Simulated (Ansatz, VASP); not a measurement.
**AlRu in VASP and in Ansatz**

```
Al Ru
1.0
     2.99160    0.00000    0.00000
     0.00000    2.99160    0.00000
     0.00000    0.00000    2.99160
Al Ru
1 1
Direct
  0.00000 0.00000 0.00000
  0.50000 0.50000 0.50000
```

Alike in both runs: task electric field gradients; functional LDA; k mesh 16 × 16 × 16; occupations fermi-dirac, width 0.05 eV; no spin polarisation.

|  | VASP | Ansatz |
| --- | --- | --- |
| version | VASP 6.6.1 | Ansatz 0.2.0 |
| potentials or method | VASP PAW LDA potentials, release 64 (Al, Ru_pv) | plane-wave PAW, scalar-relativistic |
| plane-wave cutoff (eV) | 520 | 420 |
| valence electrons in the cell | 17 | 19 |

```csv
,VASP,Ansatz,Ansatz less VASP
pressure (GPa),-7.6,-8.1,-0.51
```

LDA's correlation is that of Perdew and Zunger in VASP and of Perdew and Wang (1992) in Ansatz. VASP's potentials hold 17 valence electrons a cell and Ansatz's 19, so a difference there can come from the potentials and not from the codes.
